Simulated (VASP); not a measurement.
# GaN in VASP: further runs

GaN is run at these levels: r2SCAN, HSE06; tasks: single point.

Everything below comes from runs of VASP 6.6.1. Logs are shortened: lines on timing, memory, paths and dates and some standing lists are left out, and cuts for length are marked.

### 1 The cell of the first run

It takes space group I-4m2 (No. 119, tetragonal). Conventional cell: a = 3.212 Å, b = 3.212 Å, c = 4.449 Å, α = 90.00°, β = 90.00°, γ = 90.00°. Within 2.6 Å of Ga (site symmetry -4m2) lie 4 N at 1.95 Å. Within 2.6 Å of N (site symmetry -4m2) lie 4 Ga at 1.95 Å.

### 2 Single point, r2SCAN, non-collinear spin, zero start, spin-orbit coupling (epitaxial xy strain +1.0%)

POSCAR

```
GaN
1.0
    0.0000000000      2.2714420665      2.2244082653
    2.2714420665      0.0000000000      2.2244082653
    2.2714420665      2.2714420665      0.0000000000
Ga N
1 1
Direct
    0.0000000000      0.0000000000      0.0000000000
    0.2500000000      0.2500000000      0.2500000000
```

INCAR.step1

```
ALGO = Normal
EDIFF = 1E-4
ENCUT = 520
GGA = PE
GGA_COMPAT = F
ISMEAR = 0
LASPH = T
LCHARG = F
LNONCOLLINEAR = T
LREAL = F
LSORBIT = T
LWAVE = T
MAGMOM = 0 0 0 0 0 0
NBANDS = 30
NELM = 150
PREC = Accurate
SIGMA = 0.01
```

INCAR.step2

```
ALGO = Normal
EDIFF = 1E-6
ENCUT = 520
GGA_COMPAT = F
ISIF = 2
ISMEAR = 0
ISTART = 1
LASPH = T
LCHARG = T
LMIXTAU = T
LNONCOLLINEAR = T
LORBIT = 11
LORBMOM = T
LREAL = F
LSORBIT = T
LVHAR = T
LWAVE = F
MAGMOM = 0 0 0 0 0 0
METAGGA = R2SCAN
NBANDS = 30
NELM = 150
PREC = Accurate
SIGMA = 0.01
```

KPOINTS

```
k-points
0
Gamma
  10 10 10
```

Potentials or basis: VASP PAW PBE potentials, release 64 (Ga_d, N).

Command:

```
$ cat potpaw_PBE.64/Ga_d/POTCAR potpaw_PBE.64/N/POTCAR > POTCAR
$ cp INCAR.step1 INCAR
$ mpirun -np 1 vasp_ncl > vasp.out
$ cp INCAR.step2 INCAR
$ mpirun -np 1 vasp_ncl > vasp.out
```

OUTCAR:

```text
EDIFF = 1E-6
   ENCUT = 520
   ISIF = 2
   ISMEAR = 0
   ISTART = 1
   LASPH = T
   LNONCOLLINEAR = T
   LORBIT = 11
   LREAL = F
   LSORBIT = T
   METAGGA = R2SCAN
   NELM = 150
   PREC = Accurate

 ion  position               nearest neighbor table
   1  0.000  0.000  0.000-   2 1.95   2 1.95   2 1.95   2 1.95
   2  0.250  0.250  0.250-   1 1.95   1 1.95   1 1.95   1 1.95

  LATTYP: Found a body centered tetragonal cell.
 ALAT       =     3.2123041766
 C/A-ratio  =     1.3849300334

  Lattice vectors:

 A1 = (   0.0000000000,  -2.2714420665,  -2.2244082653)
 A2 = (   0.0000000000,   2.2714420665,  -2.2244082653)
 A3 = (   2.2714420665,   0.0000000000,   2.2244082653)

Analysis of symmetry for initial positions (statically):
=====================================================================
 Subroutine PRICEL returns:
 Original cell was already a primitive cell.

 Routine SETGRP: Setting up the symmetry group for a
 body centered tetragonal supercell.

 Subroutine GETGRP returns: Found  8 space group operations
 (whereof  8 operations were pure point group operations)
 out of a pool of 16 trial point group operations.

The static configuration has the point symmetry D_2d.

Analysis of symmetry for dynamics (positions and initial velocities):
=====================================================================
 Subroutine PRICEL returns:
 Original cell was already a primitive cell.

 Routine SETGRP: Setting up the symmetry group for a
 body centered tetragonal supercell.

 Subroutine GETGRP returns: Found  8 space group operations
 (whereof  8 operations were pure point group operations)
 out of a pool of 16 trial point group operations.

The dynamic configuration has the point symmetry D_2d.

Analysis of structural, dynamic, and magnetic symmetry:
=====================================================================
 Subroutine PRICEL returns:
 Original cell was already a primitive cell.

 Routine SETGRP: Setting up the symmetry group for a
 body centered tetragonal supercell.

 Subroutine GETGRP returns: Found  8 space group operations
 (whereof  8 operations were pure point group operations)
 out of a pool of 16 trial point group operations.

The overall configuration has the point symmetry D_2d.

[... 969 lines left out ...]
      0.00000      0.00000      0.00000         0.000000      0.000000      0.000000
      1.13572      1.13572      1.11220        -0.000000     -0.000000     -0.000000
 -----------------------------------------------------------------------------------
    total drift:                               -0.000002     -0.000002     -0.000005

  FREE ENERGIE OF THE ION-ELECTRON SYSTEM (eV)
  ---------------------------------------------------
  free  energy   TOTEN  =       -21.8990565229 eV

  energy  without entropy=      -21.8990565229  energy(sigma->0) =      -21.89905652

 orbital moment (x)

 # of ion     p       d       tot
 ----------------------------------------
  1         0.000   0.000   0.000
  2        -0.000   0.000  -0.000
 ----------------------------------------
            0.000   0.000   0.000

 orbital moment (y)

 # of ion     p       d       tot
 ----------------------------------------
  1         0.000   0.000   0.000
  2        -0.000   0.000  -0.000
 ----------------------------------------
            0.000   0.000   0.000

 orbital moment (z)

 # of ion     p       d       tot
 ----------------------------------------
  1         0.000   0.000   0.000
  2         0.000   0.000   0.000
 ----------------------------------------
            0.000   0.000   0.000

 Spin-Orbit-Coupling matrix elements

 Ion:    1  E_soc:     -0.0102124
 l=   1
     0.0000000    -0.0009109    -0.0009151
    -0.0009109     0.0000000    -0.0009109
    -0.0009151    -0.0009109     0.0000000
 l=   2
     0.0000000    -0.0001646     0.0000000    -0.0001646    -0.0006244
    -0.0001646     0.0000000    -0.0004693    -0.0001645    -0.0001563
     0.0000000    -0.0004693     0.0000000    -0.0004693     0.0000000
    -0.0001646    -0.0001645    -0.0004693     0.0000000    -0.0001563
    -0.0006244    -0.0001563     0.0000000    -0.0001563     0.0000000
 l=   3
     0.0000000     0.0000000     0.0000000     0.0000000     0.0000000     0.0000000     0.0000000
     0.0000000     0.0000000     0.0000000     0.0000000     0.0000000     0.0000000     0.0000000
     0.0000000     0.0000000     0.0000000     0.0000000     0.0000000     0.0000000     0.0000000
     0.0000000     0.0000000     0.0000000     0.0000000     0.0000000     0.0000000     0.0000000
     0.0000000     0.0000000     0.0000000     0.0000000     0.0000000     0.0000000     0.0000000
     0.0000000     0.0000000     0.0000000     0.0000000     0.0000000     0.0000000     0.0000000
     0.0000000     0.0000000     0.0000000     0.0000000     0.0000000     0.0000000     0.0000000

 Ion:    2  E_soc:     -0.0000894
 l=   1
     0.0000000    -0.0000150    -0.0000148
    -0.0000150     0.0000000    -0.0000150
    -0.0000148    -0.0000150     0.0000000
 l=   2
     0.0000000     0.0000000     0.0000000     0.0000000     0.0000000
     0.0000000     0.0000000     0.0000000     0.0000000     0.0000000
     0.0000000     0.0000000     0.0000000     0.0000000     0.0000000
     0.0000000     0.0000000     0.0000000     0.0000000     0.0000000
     0.0000000     0.0000000     0.0000000     0.0000000     0.0000000
 l=   3
     0.0000000     0.0000000     0.0000000     0.0000000     0.0000000     0.0000000     0.0000000
     0.0000000     0.0000000     0.0000000     0.0000000     0.0000000     0.0000000     0.0000000
     0.0000000     0.0000000     0.0000000     0.0000000     0.0000000     0.0000000     0.0000000
     0.0000000     0.0000000     0.0000000     0.0000000     0.0000000     0.0000000     0.0000000
     0.0000000     0.0000000     0.0000000     0.0000000     0.0000000     0.0000000     0.0000000
     0.0000000     0.0000000     0.0000000     0.0000000     0.0000000     0.0000000     0.0000000
     0.0000000     0.0000000     0.0000000     0.0000000     0.0000000     0.0000000     0.0000000

 total charge

# of ion       s       p       d       tot
------------------------------------------
    1        0.756   0.875  10.187  11.818
    2        1.232   2.537   0.000   3.770
--------------------------------------------------
tot          1.988   3.412  10.187  15.587

 magnetization (x)

# of ion       s       p       d       tot
------------------------------------------
    1       -0.000   0.000   0.000   0.000
    2       -0.000  -0.000   0.000  -0.000
--------------------------------------------------
tot         -0.000  -0.000   0.000  -0.000

 magnetization (y)

# of ion       s       p       d       tot
------------------------------------------
    1        0.000   0.000   0.000   0.000
    2        0.000   0.000   0.000   0.000
--------------------------------------------------
tot          0.000   0.000   0.000   0.000

 magnetization (z)

# of ion       s       p       d       tot
------------------------------------------
    1        0.000  -0.000   0.000  -0.000
    2       -0.000   0.000   0.000  -0.000
--------------------------------------------------
tot         -0.000  -0.000   0.000  -0.000
```

OSZICAR.step1:

```text
N       E                     dE             d eps       ncg     rms          rms(c)
DAV:   1     0.142375659194E+03    0.14238E+03   -0.84862E+03 11426   0.221E+03
DAV:   2     0.544222487092E+01   -0.13693E+03   -0.12652E+03  9776   0.483E+02
DAV:   3    -0.135061596652E+02   -0.18948E+02   -0.18610E+02 10884   0.132E+02
DAV:   4    -0.141308996824E+02   -0.62474E+00   -0.62352E+00 10780   0.263E+01
DAV:   5    -0.141427096534E+02   -0.11810E-01   -0.11809E-01 10916   0.362E+00    0.770E+00
DAV:   6    -0.121216916125E+02    0.20210E+01   -0.37084E+00 15624   0.424E+01    0.237E+00
DAV:   7    -0.121561575472E+02   -0.34466E-01   -0.55905E-01 10266   0.776E+00    0.183E+00
DAV:   8    -0.121589899556E+02   -0.28324E-02   -0.82411E-02 14576   0.432E+00    0.112E+00
DAV:   9    -0.121476776529E+02    0.11312E-01   -0.24829E-02 14060   0.360E+00    0.276E-01
DAV:  10    -0.121482535889E+02   -0.57594E-03   -0.27853E-03 12352   0.682E-01    0.211E-01
DAV:  11    -0.121481400196E+02    0.11357E-03   -0.39020E-04 13306   0.554E-01    0.652E-02
DAV:  12    -0.121481461374E+02   -0.61178E-05   -0.81890E-05  8040   0.776E-02
   1 F= -.12148146E+02 E0= -.12148146E+02  d E =-.398035E-83  mag=     0.0000    -0.0000     0.0000
```

Wall time 14 min (1 thread of Intel Xeon 6975P-C (Granite Rapids), shared host); peak memory 0.32 GiB.

Results:

```
Free energy                                           : -21.8991 eV
Pressure                                              : -0.7 GPa
Net moment                                            : 0.00 μB per cell
Valence electrons inside the program's atomic spheres : Ga 11.82; N 3.77
```

Moments on the atoms (μB; x, y, z):
```
Ga  0.00 0.00 0.00
N   0.00 0.00 0.00
```

Caveat: the cell differs from its parent crystal (epitaxial xy strain +1.0%); the PAW data sets were made with another functional, which shifts forces and pressure a little.

(Continued in part 2 of 2.)
